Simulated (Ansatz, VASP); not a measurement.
## Two plane-wave programs on Mn

```
CELL_PARAMETERS angstrom
0.00000 2.38043 2.38043
2.38043 0.00000 2.38043
2.38043 2.38043 0.00000
ATOMIC_POSITIONS crystal
Mn 0.12500 0.12500 0.12500
Mn 0.87500 0.87500 0.87500
```

Alike in both runs: task single point; functional r2SCAN; k mesh 13 × 13 × 13; occupations fermi-dirac, width 0.1 eV; no spin polarisation.

```csv
,VASP,Ansatz
version,VASP 6.6.1,Ansatz 0.2.0
potentials or method,"VASP PAW PBE potentials, release 64 (Mn_pv), cutoff 520 eV","plane waves (500 eV) with PAW, scalar-relativistic"
valence electrons in the cell,26,30
```

|  | VASP | Ansatz | Ansatz less VASP |
| --- | --- | --- | --- |
| pressure (GPa) | 17.7 | 15.8 | -1.81 |

VASP's potentials were made for PBE, not for r2SCAN. VASP's potentials hold 26 valence electrons a cell and Ansatz's 30, so a difference there can come from the potentials and not from the codes.
